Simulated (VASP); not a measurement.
Runs of VASP 6.6.1 on Pd. The structure is that of space group Fd-3m (No. 227), or close to it. The cells are those of the table. This isn't the form of Pd at room conditions, which is fcc.

```tsv
spin	cell	k mesh	smearing	gap on the mesh (eV)	pressure (GPa)	moment (μB)
collinear	a = 4.055 Å, angles 60.0°, 2 atoms	16 × 16 × 16	fermi-dirac 0.05 eV	none	(b)	1.06
off	a = 4.058 Å, angles 60.0°, 2 atoms	10 × 10 × 10	fermi-dirac 0.1 eV	none	0.0	-
off	a = 4.058 Å, angles 60.0°, 2 atoms	16 × 16 × 16	fermi-dirac 0.1 eV	none	0.0	-
collinear	a = 4.211 Å, angles 60.0°, 2 atoms	11 × 11 × 11	fermi-dirac 0.05 eV	none	-6.6	(a)
off	a = 4.112 Å, angles 60.0°, 2 atoms	11 × 11 × 11	fermi-dirac 0.1 eV	none	-2.7	-
```

Alike in all rows: task single point; level r2SCAN; potentials or basis VASP PAW PBE potentials, release 64 (Pd); cutoff (eV) 520.

Q: Estimate the missing entries.

A: (a) 1.00; (b) -0.1.

Caveats: the PAW data sets were made with another functional, which shifts forces and pressure a little; the cell stands under tension (at least some runs).

A k mesh can miss the band edges, and the runs leave out spin-orbit coupling on Pd.

A gap of «none» marks levels without a gap at the run's occupations.
